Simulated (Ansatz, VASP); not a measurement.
**Two plane-wave programs on Li2Sc**

INCAR

```
ALGO = Fast ; EDIFF = 1E-6
EDIFFG = -0.04 ; ENCUT = 600
GGA = PE ; IBRION = 2
ISIF = 3 ; ISMEAR = 0
LASPH = True ; LCHARG = False
LREAL = False ; LWAVE = False
NELM = 60 ; NSW = 90
PREC = Accurate ; SIGMA = 0.1
```

Contents of KPOINTS:

```
k-points
0
Gamma
  6 6 6
```

File POSCAR:

```
Li2Sc
1.0
    0.0000000000      2.7725752757      2.7725752757
    2.7725752757      0.0000000000      2.7725752757
    2.7725752757      2.7725752757      0.0000000000
Li Sc
2 1
Direct
    0.2500000000      0.2500000000      0.2500000000
    0.7500000000      0.7500000000      0.7500000000
    0.0000000000      0.0000000000      0.0000000000
```

Input for Ansatz:

```yaml
crystal:
  lattice:
    - [0.0, 2.7725752757, 2.7725752757]
    - [2.7725752757, 0.0, 2.7725752757]
    - [2.7725752757, 2.7725752757, 0.0]
  atoms:
    - { symbol: Li, position: [0.25, 0.25, 0.25] }
    - { symbol: Li, position: [0.75, 0.75, 0.75] }
    - { symbol: Sc, position: [0.0, 0.0, 0.0] }
basis:
  ecutwfc: 420
kpoints:
  mp_grid: { grid: [6, 6, 6] }
hamiltonian:
  xc: pbe
scf:
  occupations: { method: gaussian, width: 0.1 }
  lower_state_search: "off"
output:
  forces: true
  stress: true
  eigenvalues: true
relax:
  adjacent_minimum: "off"
  f_tol: 0.04
  max_steps: 70
  cell: { stress_tol: 0.4 }
```

Alike in both runs: task relaxation of cell and atoms; functional PBE; k mesh 6 × 6 × 6; occupations gaussian, width 0.1 eV; no spin polarisation.

|  | VASP | Ansatz |
| --- | --- | --- |
| version | VASP 6.6.1 | Ansatz 0.2.0 |
| potentials or method | VASP PAW PBE potentials, release 64 (Li_sv, Sc_sv), cutoff 600 eV | scalar-relativistic, plane waves, PAW |
| valence electrons in the cell | 17 | 17 |

```tsv
	VASP	Ansatz	Ansatz less VASP
gap on the k mesh at the Fermi level, each at its own relaxed structure (eV)	none	none	-
relaxed volume (Å³/atom)	24.48	26.96	+2.485
relaxed cell length with the largest relative difference (Å)	4.701	4.854	+0.1540
```

A gap of «none» marks a metal or a gap that the smearing closes. One of these differences is far larger than is usual between the two programs; its cause wasn't traced.

Noted on VASP's run: the cutoff is short for stress, so the pressure is rough; the volume moved by over 15 % at a fixed basis, so the end points are rough.
